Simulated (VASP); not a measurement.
# CoSi (Pm-3m) in VASP: notebook, part 2 of 2

VASP 6.6.1.

## 3. Single point, PBE, collinear spin, ferromagnetic start (11.30 Å³/atom)

This run uses another cell than the first one, of 11.30 Å³/atom.

INCAR

```
ALGO = Normal
EDIFF = 1E-6
ENCUT = 520
GGA = PE
ISIF = 2
ISMEAR = -1
ISPIN = 2
LASPH = T
LCHARG = F
LMAXMIX = 4
LORBIT = 11
LREAL = F
LWAVE = F
MAGMOM = 2 0
NBANDS = 18
NELM = 150
PREC = Accurate
SIGMA = 0.03
```

KPOINTS

```
k-points
0
Gamma
  14 14 14
```

POSCAR

```
CoSi
1.0
    2.8269377447      0.0000000000      0.0000000000
    0.0000000000      2.8269377447      0.0000000000
    0.0000000000      0.0000000000      2.8269377447
Co Si
1 1
Direct
    0.0000000000      0.0000000000      0.0000000000
    0.5000000000      0.5000000000      0.5000000000
```

Potentials or basis: VASP PAW PBE potentials, release 64 (Co, Si).

Run with:

```console
$ cat potpaw_PBE.64/Co/POTCAR potpaw_PBE.64/Si/POTCAR > POTCAR
$ mpirun -np 1 vasp_std > vasp.out
```

OUTCAR:

```text
EDIFF = 1E-6
   ENCUT = 520
   GGA = PE
   ISIF = 2
   ISMEAR = -1
   ISPIN = 2
   LASPH = T
   LORBIT = 11
   LREAL = F
   NELM = 150
   PREC = Accurate

 ion  position               nearest neighbor table
   1  0.000  0.000  0.000-   2 2.45   2 2.45   2 2.45   2 2.45   2 2.45   2 2.45   2 2.45   2 2.45

   2  0.500  0.500  0.500-   1 2.45   1 2.45   1 2.45   1 2.45   1 2.45   1 2.45   1 2.45   1 2.45

  LATTYP: Found a simple cubic cell.
 ALAT       =     2.8269377447

  Lattice vectors:

 A1 = (   2.8269377447,   0.0000000000,   0.0000000000)
 A2 = (   0.0000000000,   2.8269377447,   0.0000000000)
 A3 = (   0.0000000000,   0.0000000000,   2.8269377447)

Analysis of symmetry for initial positions (statically):
=====================================================================
 Subroutine PRICEL returns:
 Original cell was already a primitive cell.

 Routine SETGRP: Setting up the symmetry group for a
 simple cubic supercell.

 Subroutine GETGRP returns: Found 48 space group operations
[... 703 lines left out ...]
      6      10.9549      1.00000
[... 493 lines left out ...]
     17      33.6001      0.00000
     18      36.7488      0.00000

 [... further k-points ...]

------------------------ aborting loop because EDIFF is reached ----------------------------------------

  FORCE on cell =-STRESS in cart. coord.  units (eV):
  Direction    XX          YY          ZZ          XY          YZ          ZX
  --------------------------------------------------------------------------------------
  -------------------------------------------------------------------------------------
  Total       -1.1797111     -1.1797111     -1.1797111      0.0000000     -0.0000000      0.0000000
  in kB      -83.6637839    -83.6637839    -83.6637839      0.0000000     -0.0000000      0.0000000
  external PRESSURE =     -83.6637839 kB  Pullay stress =       0.0000000 kB

 VOLUME and BASIS-vectors are now :
 -----------------------------------------------------------------------------
  energy-cutoff  :      520.00
  volume of cell :       22.59
      direct lattice vectors                 reciprocal lattice vectors
     2.826937745  0.000000000  0.000000000     0.353739661  0.000000000  0.000000000
     0.000000000  2.826937745  0.000000000     0.000000000  0.353739661  0.000000000
     0.000000000  0.000000000  2.826937745     0.000000000  0.000000000  0.353739661

 POSITION                                       TOTAL-FORCE (eV/Angst)
 -----------------------------------------------------------------------------------
      0.00000      0.00000      0.00000         0.000000      0.000000      0.000000
      1.41347      1.41347      1.41347         0.000000      0.000000      0.000000
 -----------------------------------------------------------------------------------
    total drift:                                0.000000      0.000000      0.000000

  FREE ENERGIE OF THE ION-ELECTRON SYSTEM (eV)
  ---------------------------------------------------
  free  energy   TOTEN  =       -13.2560382096 eV

  energy  without entropy=      -13.2497878896  energy(sigma->0) =      -13.25291305

 total charge

# of ion       s       p       d       tot
------------------------------------------
    1        0.418   0.544   7.523   8.485
    2        0.718   0.832   0.000   1.550
--------------------------------------------------
tot          1.136   1.376   7.523  10.035

 magnetization (x)

# of ion       s       p       d       tot
------------------------------------------
    1        0.008   0.004   0.665   0.676
    2        0.006   0.013   0.000   0.019
--------------------------------------------------
tot          0.014   0.017   0.665   0.695
```

OSZICAR:

```text
N       E                     dE             d eps       ncg     rms          rms(c)
DAV:   1     0.465170242386E+02    0.46517E+02   -0.51044E+03  8850   0.750E+02
DAV:   2    -0.119791376136E+02   -0.58496E+02   -0.51274E+02  9696   0.165E+02
DAV:   3    -0.146224735142E+02   -0.26433E+01   -0.25811E+01 10262   0.366E+01
DAV:   4    -0.146553611719E+02   -0.32888E-01   -0.32846E-01 10246   0.363E+00
DAV:   5    -0.146561191594E+02   -0.75799E-03   -0.75792E-03 10590   0.567E-01    0.144E+01
DAV:   6    -0.179798338973E+02   -0.33237E+01   -0.39080E+01  9568   0.752E+01    0.189E+01
DAV:   7    -0.132760310731E+02    0.47038E+01   -0.21247E+01  9754   0.509E+01    0.229E+00
DAV:   8    -0.132710919830E+02    0.49391E-02   -0.19602E-01 10442   0.297E+00    0.144E+00
DAV:   9    -0.132570909105E+02    0.14001E-01   -0.36602E-02 11344   0.216E+00    0.644E-01
DAV:  10    -0.132561704634E+02    0.92045E-03   -0.77098E-04 10936   0.211E-01    0.182E-01
DAV:  11    -0.132560858894E+02    0.84574E-04   -0.39231E-04 10906   0.215E-01    0.112E-01
DAV:  12    -0.132560501204E+02    0.35769E-04   -0.21593E-04 11172   0.148E-01    0.440E-02
DAV:  13    -0.132560414792E+02    0.86412E-05   -0.66083E-06 11582   0.201E-02    0.177E-02
DAV:  14    -0.132560400619E+02    0.14173E-05   -0.18530E-06  5238   0.143E-02    0.121E-02
DAV:  15    -0.132560381389E+02    0.19230E-05   -0.41406E-06  6302   0.185E-02    0.222E-03
DAV:  16    -0.132560382096E+02   -0.70720E-07   -0.21780E-07  4694   0.439E-03
   1 F= -.13256038E+02 E0= -.13252913E+02  d E =-.625032E-02  mag=     0.6818
```

stdout:

```text
POSCAR found type information on POSCAR CoSi
 POSCAR found :  2 types and       2 ions
 scaLAPACK will be used
 LDA part: xc-table for (Slater+PW92), standard interpolation
 POSCAR, INCAR and KPOINTS ok, starting setup
 FFT: planning ... GRIDC
 FFT: planning ... GRID_SOFT
 FFT: planning ... GRID
 WAVECAR not read
 entering main loop
```

Wall time 28 s (1 thread of Intel Xeon 6975P-C (Granite Rapids), shared host); peak memory 0.21 GiB.

What came out:

```yaml
Free_energy: -13.2560 eV
Pressure: -8.4 GPa
Net_moment: 0.68 μB per cell
Site_moments: Co +0.68; Si +0.02 μB
Valence_electrons_inside_the_program's_atomic_spheres: Co 8.48; Si 1.55
```

Levels at points of the mesh, in eV from the Fermi level:
Spin up:
```
           k point  band 3  band 4  band 5  band 6  band 7  band 8  band 9  band 10  band 11  band 12
(0.00, 0.00, 0.00)   -4.03   -1.63   -1.63   -1.63    2.79    2.79    2.79     7.21     7.21    11.06
(0.50, 0.00, 0.00)   -3.38   -2.78   -2.78   -1.49   -0.95    6.66    7.54     7.54     9.18     9.18
(0.50, 0.50, 0.00)   -5.11   -4.09   -2.35   -2.35   -1.25    0.99    1.44     7.61    13.01    14.10
(0.50, 0.50, 0.50)   -5.74   -2.04   -1.21   -1.21    1.31    1.31    1.31     3.10     3.10     3.10
```
Spin down:
| k point | band 4 | band 5 | band 6 | band 7 | band 8 | band 9 |
| --- | --- | --- | --- | --- | --- | --- |
| (0.00, 0.00, 0.00) | -1.18 | -1.18 | -1.18 | 2.81 | 2.81 | 2.81 |
| (0.50, 0.00, 0.00) | -2.42 | -2.42 | -1.04 | 0.08 | 6.66 | 7.66 |
| (0.50, 0.50, 0.00) | -3.55 | -1.94 | -1.94 | -0.15 | 1.38 | 2.02 |
| (0.50, 0.50, 0.50) | -2.01 | -0.11 | -0.11 | 1.33 | 1.33 | 1.33 |

Caveat: the cell stands under tension.

## 4. Single point, PBE, collinear spin, ferromagnetic start (11.30 Å³/atom)

This run uses another cell than the first one, of 11.30 Å³/atom.

INCAR

```
SYSTEM = CoSi
ALGO     = Normal         ! electronic algorithm
EDIFF    = 1E-6           ! SCF threshold, eV
ENCUT    = 520            ! plane-wave cutoff, eV
GGA      = PE             ! functional
ISIF     = 2              ! what is computed and relaxed
ISMEAR   = -1             ! smearing method
ISPIN    = 2              ! spin polarisation
LASPH    = .True.         ! aspherical terms in the spheres
LCHARG   = .True.         ! write CHGCAR
LELF     = .True.         ! ELF
LMAXMIX  = 4              ! l up to which the mixer works
LORBIT   = 11             ! projections on sites
LREAL    = .False.        ! projectors in reciprocal space
LVHAR    = .True.       
LWAVE    = .False.        ! write WAVECAR
MAGMOM   = 0.5 0          ! initial moments
NBANDS   = 18             ! bands
NELM     = 150            ! most SCF steps
PREC     = Accurate       ! precision mode
SIGMA    = 0.03           ! smearing width, eV
```

KPOINTS

```
k-points
0
Gamma
  14 14 14
  0 0 0
```

POSCAR is that of step 3.

Run with:

```console
$ cat potpaw_PBE.64/Co/POTCAR potpaw_PBE.64/Si/POTCAR > POTCAR
$ mpirun -np 1 vasp_std > vasp.out
```

Wall time 28 s (1 thread of Intel Xeon 6975P-C (Granite Rapids), shared host); peak memory 0.2 GiB.

Results (log left out):

```
Free energy                                           : -13.2560 eV
Pressure                                              : -8.4 GPa
Net moment                                            : 0.68 μB per cell
Site moments                                          : Co +0.68; Si +0.02 μB
Valence electrons inside the program's atomic spheres : Co 8.48; Si 1.55
```

Levels at points of the mesh, in eV from the Fermi level:
Spin up:
```tsv
k point	band 5	band 6	band 7	band 8	band 9	band 10
(0.00, 0.00, 0.00)	-1.63	-1.63	2.79	2.79	2.79	7.21
(0.50, 0.00, 0.00)	-2.78	-1.49	-0.95	6.66	7.54	7.54
(0.50, 0.50, 0.00)	-2.35	-2.35	-1.25	0.99	1.44	7.61
(0.50, 0.50, 0.50)	-1.21	-1.21	1.31	1.31	1.31	3.10
```
Spin down:
| k point | band 2 | band 3 | band 4 | band 5 | band 6 | band 7 | band 8 | band 9 | band 10 | band 11 |
| --- | --- | --- | --- | --- | --- | --- | --- | --- | --- | --- |
| (0.00, 0.00, 0.00) | -3.29 | -3.29 | -1.18 | -1.18 | -1.18 | 2.81 | 2.81 | 2.81 | 7.53 | 7.53 |
| (0.50, 0.00, 0.00) | -8.48 | -2.51 | -2.42 | -2.42 | -1.04 | 0.08 | 6.66 | 7.66 | 7.66 | 9.23 |
| (0.50, 0.50, 0.00) | -5.09 | -5.09 | -3.55 | -1.94 | -1.94 | -0.15 | 1.38 | 2.02 | 7.63 | 13.04 |
| (0.50, 0.50, 0.50) | -5.56 | -5.56 | -2.01 | -0.11 | -0.11 | 1.33 | 1.33 | 1.33 | 3.41 | 3.41 |

Caveat: the cell stands under tension.

## 5. Single point, PBE, collinear spin, ferromagnetic start (11.83 Å³/atom)

This run uses another cell than the first one, of 11.83 Å³/atom.

INCAR

```
ALGO = Normal
EDIFF = 1E-6
ENCUT = 520
GGA = PE
ISIF = 2
ISMEAR = -1
ISPIN = 2
LASPH = T
LCHARG = F
LMAXMIX = 4
LORBIT = 11
LREAL = F
LWAVE = F
MAGMOM = 2 0
NBANDS = 18
NELM = 150
PREC = Accurate
SIGMA = 0.03
```

KPOINTS

```
k-points
0
Gamma
  14 14 14
```

POSCAR

```
CoSi
1.0
    2.8711157826      0.0000000000      0.0000000000
    0.0000000000      2.8711157826      0.0000000000
    0.0000000000      0.0000000000      2.8711157826
Co Si
1 1
Direct
    0.0000000000      0.0000000000      0.0000000000
    0.5000000000      0.5000000000      0.5000000000
```

Run with:

```console
$ cat potpaw_PBE.64/Co/POTCAR potpaw_PBE.64/Si/POTCAR > POTCAR
$ mpirun -np 1 vasp_std > vasp.out
```

Wall time 30 s (1 thread of Intel Xeon 6975P-C (Granite Rapids), shared host); peak memory 0.2 GiB.

Results (log left out):

```
Free energy                                           : -13.1785 eV
Pressure                                              : -14.6 GPa
Net moment                                            : 0.75 μB per cell
Site moments                                          : Co +0.75; Si +0.02 μB
Valence electrons inside the program's atomic spheres : Co 8.38; Si 1.53
```

Levels at points of the mesh, in eV from the Fermi level:
Spin up:
```tsv
k point	band 4	band 5	band 6	band 7	band 8	band 9	band 10	band 11
(0.00, 0.00, 0.00)	-1.61	-1.61	-1.61	2.69	2.69	2.69	7.10	7.10
(0.50, 0.00, 0.00)	-2.68	-2.68	-1.49	-1.03	6.72	7.16	7.16	9.03
(0.50, 0.50, 0.00)	-3.92	-2.27	-2.27	-1.32	0.76	1.31	7.28	12.69
(0.50, 0.50, 0.50)	-2.27	-1.28	-1.28	1.39	1.39	1.39	2.89	2.89
```
Spin down:
```
           k point  band 2  band 3  band 4  band 5  band 6  band 7  band 8  band 9  band 10  band 11
(0.00, 0.00, 0.00)   -3.02   -3.02   -1.11   -1.11   -1.11    2.71    2.71    2.71     7.44     7.44
(0.50, 0.00, 0.00)   -8.14   -2.29   -2.28   -2.28   -0.98    0.11    6.71    7.29     7.29     9.07
(0.50, 0.50, 0.00)   -4.87   -4.87   -3.31   -1.82   -1.82   -0.10    1.20    1.95     7.29    12.71
(0.50, 0.50, 0.50)   -5.27   -5.27   -2.25   -0.06   -0.06    1.41    1.41    1.41     3.23     3.23
```

Caveat: the cell stands under tension.

## 6. The runs side by side

```csv
cell,gap on the mesh (eV),pressure (GPa),moment (μB)
"a = 2.781 Å, 2 atoms",none,0.7,0.60
"a = 2.827 Å, 2 atoms",none,-8.4,0.68
"a = 2.871 Å, 2 atoms",none,-14.6,0.75
```

Alike in all rows: task single point; level PBE; potentials or basis VASP PAW PBE potentials, release 64 (Co, Si); spin collinear, ferromagnetic start; k mesh 14 × 14 × 14; cutoff (eV) 520; smearing fermi-dirac 0.03 eV.

Caveats: the cell stands under tension (at least some runs).

Absolute energies hang on the potentials; compare differences alone.
